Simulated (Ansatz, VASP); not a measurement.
**One calculation of TaN, two programs**

Contents of INCAR:

```
PREC = Accurate
ENCUT = 520
EDIFF = 1E-6
ISMEAR = 0
SIGMA = 0.05
LREAL = F
LASPH = T
NELM = 150
ALGO = Normal
ISIF = 2
LWAVE = F
LCHARG = F
ISPIN = 2
MAGMOM = 0.5 0
LORBIT = 11
LMAXMIX = 4
LDAU = T
LDAUTYPE = 2
LDAUL = 2 -1
LDAUU = 5 0
LDAUJ = 0 0
LDAUPRINT = 1
GGA = PS
NBANDS = 19
```

File KPOINTS:

```
regular mesh
0
Gamma
  7 7 7
```

File POSCAR:

```
TaN
1.0
    2.7323076900      0.0000000000      0.0000000000
    0.0000000000      2.7323076900      0.0000000000
    0.0000000000      0.0000000000      2.7323076900
Ta N
1 1
Direct
    0.0000000000      0.0000000000      0.0000000000
    0.5000000000      0.5000000000      0.5000000000
```

The input input.yaml:

```yaml
crystal:
  lattice:
    - [2.73230769, 0.0, 0.0]
    - [0.0, 2.73230769, 0.0]
    - [0.0, 0.0, 2.73230769]
  atoms:
    - { symbol: Ta, position: [0.0, 0.0, 0.0], spin: 0.5 }
    - { symbol: "N", position: [0.5, 0.5, 0.5] }
kpoints:
  mp_grid: { grid: [7, 7, 7] }
scf:
  occupations: { method: gaussian, width: 0.05 }
hamiltonian:
  xc: pbesol
  pseudopotentials: { kind: all_electron, lapw: { basis_error: 0.001 } }
  hubbard:
    sites: [{ species: Ta, l: d, u_eff: 5 }]
    double_counting: fll
    projectors: ortho-atomic
magnetization:
  spin_polarized: true
output:
  forces: true
  stress: true
  eigenvalues: true
  hubbard: {}
```

Alike in both runs: task single point; functional PBEsol; k mesh 7 × 7 × 7; occupations gaussian, width 0.05 eV; collinear spin; Hubbard terms Ta d U = 5.0 eV.

|  | VASP | Ansatz |
| --- | --- | --- |
| version | VASP 6.6.1 | Ansatz 0.2.0 |
| potentials or method | VASP PAW PBE potentials, release 64 (Ta_pv, N), cutoff 520 eV | all-electron LAPW, scalar-relativistic |

Ansatz gave:

* gap on the k mesh at the Fermi level (eV): none
* pressure (GPa): 5.1
* net moment per atom (μB): 0.11
* size of the moment on the site where the two differ most (μB): 0.20

Task: What did VASP give for the same quantities?

Result: gap on the k mesh at the Fermi level (eV): none; pressure (GPa): 14.4; net moment per atom (μB): 0.11; size of the moment on the site where the two differ most (μB): 0.18.

VASP's potentials were made for PBE, not for PBEsol. Site moments also hang on the region over which each program counts them. The programs project onto different local orbitals, so the same U acts differently, and such runs can settle in different states. A gap of «none» marks a metal or a gap that the smearing closes. Ansatz ran all-electron here, and VASP with PAW potentials.

Spin-orbit coupling is off throughout. Noted on Ansatz's run: the k mesh is thin for a metal, which can move the energy by tens of meV per atom; U is the effective U less J, on atomic orbitals that reach past the spheres.
